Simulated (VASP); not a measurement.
Write the native input for VASP 6.6.1 that does the following.

```yaml
Task: single point
Functional: PBEsol
Potentials_or_basis: VASP PAW PBE potentials, release 64 (Ta_pv, N)
Cutoff: 520 eV
k_mesh: 24 × 24 × 20
Occupations: gaussian, width 0.15 eV
Spin: no spin polarisation
Dipole_correction: no
Further_INCAR_settings: ALGO = Normal; EDIFF = 1e-06; NBANDS = 15
```

The structure of TaN lies in POSCAR:

```
TaN
1.0
    2.8070294830      0.0000000000      0.0000000000
   -1.4035147415      2.4309588414      0.0000000000
    0.0000000000      0.0000000000      3.1003858540
Ta N
1 1
Direct
    0.3333333333      0.6666666667      0.5000000000
    0.0000000000      0.0000000000      0.0000000000
```

This cell differs from its parent crystal: strain -0.040 along x and y, +0.080 along z.

These files were run (other wordings do the same):

INCAR

```
PREC     = Accurate       # precision mode
ENCUT    = 520            # plane-wave cutoff, eV
EDIFF    = 1E-6           # SCF threshold, eV
ISMEAR   = 0              # smearing method
SIGMA    = 0.15           # smearing width, eV
LREAL    = False          # projectors in reciprocal space
LASPH    = True           # aspherical terms in the spheres
NELM     = 100            # most SCF steps
ALGO     = Normal         # electronic algorithm
ISIF     = 2              # what is computed and relaxed
LWAVE    = False          # write WAVECAR
LCHARG   = True           # write CHGCAR
GGA      = PS             # functional
LELF     = True           # ELF
LVHAR    = True         
NBANDS   = 15             # bands
```

KPOINTS

```
Automatic mesh
0
Gamma
  24 24 20
```

Potentials or basis: VASP PAW PBE potentials, release 64 (Ta_pv, N).

The run is started by

```bash
$ cat potpaw_PBE.64/Ta_pv/POTCAR potpaw_PBE.64/N/POTCAR > POTCAR
$ mpirun -np 1 vasp_std > vasp.out
```

Results of the run:

```
Pressure               : 2.0 GPa
Band gap on the k mesh : zero (band 8 reaches 8.27 eV, above the bottom of band 9 at 7.99 eV)
```

Caveat: the cell differs from its parent crystal (strain -0.040 along x and y, +0.080 along z); the PAW data sets were made with another functional, which shifts forces and pressure a little; spin-orbit coupling is left out, which moves the levels of the heavy elements.

Wall time 2 min on 1 thread of Intel(R) Xeon(R) Platinum 8259CL CPU @ 2.50GHz (Skylake/Cascade Lake), on a shared host, peak memory 0.32 GiB.
